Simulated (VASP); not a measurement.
# Rh (Fm-3m) in VASP: electric field gradients with LDA

Aim: the electric field gradients of Rh with LDA.

Everything below comes from runs of VASP 6.6.1. Logs are shortened: lines on timing, memory, paths and dates and some standing lists are left out, and cuts for length are marked.

### 1 The cell of the first run

Symmetry: Fm-3m, No. 225, cubic system. The conventional cell has a = 3.725 Å, b = 3.725 Å, c = 3.725 Å, α = 90.00°, β = 90.00°, γ = 90.00°. Rh (site symmetry m-3m) has 12 Rh at 2.63 Å within 3.5 Å.

### 2 Electric field gradients, LDA (12.93 Å³/atom)

The input, INCAR:

```
PREC = Accurate ; ENCUT = 460
EDIFF = 1E-8 ; ISMEAR = -1
SIGMA = 0.03 ; LREAL = F
LASPH = T ; NELM = 120
ALGO = Normal ; ISIF = 2
LWAVE = F ; LCHARG = F
GGA = CA ; LEFG = T
NBANDS = 14 ; GGA_COMPAT = F
```

The input, KPOINTS:

```
Automatic mesh
0
Gamma
  16 16 16
```

The input, POSCAR:

```
Rh
1.0
    0.0000000000      1.8627319650      1.8627319650
    1.8627319650      0.0000000000      1.8627319650
    1.8627319650      1.8627319650      0.0000000000
Rh
1
Direct
    0.0000000000      0.0000000000      0.0000000000
```

Potentials or basis: VASP PAW LDA potentials, release 64 (Rh_sv_GW).

Launch:

```
cat potpaw_LDA.64/Rh_sv_GW/POTCAR > POTCAR
mpirun -np 1 vasp_std > vasp.out
```

OUTCAR:

```text
PREC = Accurate
   ENCUT = 460
   EDIFF = 1E-8
   ISMEAR = -1
   LREAL = F
   LASPH = T
   NELM = 120
   ISIF = 2
   GGA = CA

 ion  position               nearest neighbor table
   1  0.000  0.000  0.000-

  LATTYP: Found a face centered cubic cell.
 ALAT       =     3.7254639300

  Lattice vectors:

 A1 = (   0.0000000000,   1.8627319650,   1.8627319650)
 A2 = (   1.8627319650,   0.0000000000,   1.8627319650)
 A3 = (   1.8627319650,   1.8627319650,   0.0000000000)

Analysis of symmetry for initial positions (statically):
=====================================================================
 Subroutine PRICEL returns:
 Original cell was already a primitive cell.

 Routine SETGRP: Setting up the symmetry group for a
 face centered cubic supercell.

 Subroutine GETGRP returns: Found 48 space group operations
 (whereof 48 operations were pure point group operations)
 out of a pool of 48 trial point group operations.

The static configuration has the point symmetry O_h .

Analysis of symmetry for dynamics (positions and initial velocities):
=====================================================================
 Subroutine PRICEL returns:
 Original cell was already a primitive cell.

 Routine SETGRP: Setting up the symmetry group for a
 face centered cubic supercell.

 Subroutine GETGRP returns: Found 48 space group operations
 (whereof 48 operations were pure point group operations)
 out of a pool of 48 trial point group operations.

The dynamic configuration has the point symmetry O_h .

 Subroutine INISYM returns: Found 48 space group operations
 (whereof 48 operations are pure point group operations),
 and found     1 'primitive' translations

----------------------------------------------------------------------------------------

                                     Primitive cell

  volume of cell :      12.9265

  direct lattice vectors                    reciprocal lattice vectors
     0.000000000  1.862731965  1.862731965    -0.268422945  0.268422945  0.268422945
     1.862731965  0.000000000  1.862731965     0.268422945 -0.268422945  0.268422945
     1.862731965  1.862731965  0.000000000     0.268422945  0.268422945 -0.268422945

  length of vectors
     2.634300808  2.634300808  2.634300808     0.464922179  0.464922179  0.464922179
[... 119 lines left out ...]
  ---------------------------------------------------
  ext. energy  EPLUGINS =         0.00000000
  ---------------------------------------------------
  free energy    TOTEN  =        -7.81904509 eV

  energy without entropy =       -7.81486893  energy(sigma->0) =       -7.81695701

 E-fermi :  11.6865     XC(G=0): -14.8233

 val. band max:       11.6840372574   @ k =  -0.3750   0.2500   0.0000
 cond. band min:      11.6918655458   @ k =   0.3125   0.2500   0.0000
 fundamental gap:      0.0078282884
 Fermi energy:        11.6865192187

 k-point     1 :       0.0000    0.0000    0.0000
  band No.  band energies     occupation
      1     -66.9445      2.00000
      2     -34.5530      2.00000
      3     -34.5530      2.00000
      4     -34.5530      2.00000
      5       3.2151      2.00000
      6       8.2782      2.00000
      7       8.2782      2.00000
      8       8.2782      2.00000
      9      10.6198      2.00000
     10      10.6198      2.00000
     11      27.3632      0.00000
     12      32.9887      0.00000
     13      32.9887      0.00000
     14      32.9887      0.00000
[... 377 lines left out ...]
      1     -66.9296      2.00000
      2     -34.6422      2.00000
      3     -34.5800      2.00000
      4     -34.5599      2.00000
      5       3.6517      2.00000
      6       8.0534      2.00000
      7       8.4380      2.00000
      8       8.4916      2.00000
      9      10.4060      2.00000
     10      10.6450      2.00000
     11      28.0210      0.00000
     12      31.4350      0.00000
     13      33.1420      0.00000
     14      33.8929      0.00000

 [... further k-points ...]
[... 5 lines left out ...]
  --------------------------------------------------------------------------------------
  -------------------------------------------------------------------------------------
  Total        0.4317143      0.4317143      0.4317143     -0.0000000     -0.0000000      0.0000000
  in kB       53.5088854     53.5088854     53.5088854     -0.0000000     -0.0000000      0.0000000
  external PRESSURE =      53.5088854 kB  Pullay stress =       0.0000000 kB

 VOLUME and BASIS-vectors are now :
 -----------------------------------------------------------------------------
  energy-cutoff  :      460.00
  volume of cell :       12.93
      direct lattice vectors                 reciprocal lattice vectors
     0.000000000  1.862731965  1.862731965    -0.268422945  0.268422945  0.268422945
     1.862731965  0.000000000  1.862731965     0.268422945 -0.268422945  0.268422945
     1.862731965  1.862731965  0.000000000     0.268422945  0.268422945 -0.268422945

 POSITION                                       TOTAL-FORCE (eV/Angst)
 -----------------------------------------------------------------------------------
      0.00000      0.00000      0.00000         0.000000      0.000000      0.000000
 -----------------------------------------------------------------------------------
    total drift:                                0.000000     -0.000000      0.000000

  FREE ENERGIE OF THE ION-ELECTRON SYSTEM (eV)
  ---------------------------------------------------
  free  energy   TOTEN  =        -7.8190450897 eV

  energy  without entropy=       -7.8148689266  energy(sigma->0) =       -7.81695701

 Electric field gradients (V/A^2)
---------------------------------------------------------------------
 ion       V_xx      V_yy      V_zz      V_xy      V_xz      V_yz
---------------------------------------------------------------------
   1      -0.000     0.000     0.000     0.002     0.002     0.002
---------------------------------------------------------------------

 Electric field gradients after diagonalization (V/A^2)
 (convention: |V_zz| > |V_xx| > |V_yy|)
----------------------------------------------------------------------
 ion       V_xx      V_yy      V_zz     asymmetry (V_yy - V_xx)/ V_zz
----------------------------------------------------------------------
   1      -0.002    -0.002     0.004       0.000
----------------------------------------------------------------------

           NMR quadrupolar parameters

 Cq : quadrupolar parameter    Cq=e*Q*V_zz/h
 eta: asymmetry parameters     (V_yy - V_xx)/ V_zz
 Q  : nuclear electric quadrupole moment in mb (millibarn)
----------------------------------------------------------------------
 ion       Cq(MHz)       eta       Q (mb)
----------------------------------------------------------------------
   1       0.000       0.000       1.000
----------------------------------------------------------------------
```

Run time: 31 s. Hardware: 1 thread of AMD EPYC 7R43 (Zen 3), shared host; peak memory 0.11 GiB.

What came out:

```yaml
Free_energy: -7.8190 eV
Pressure: 5.4 GPa
Band_gap_on_the_k_mesh: zero (an odd number of electrons rules out a gap without spin polarisation)
Largest_electric_field_gradient_by_atom: under 0.05 V/Å² on every atom
```

Caveat: the cell stands under pressure.
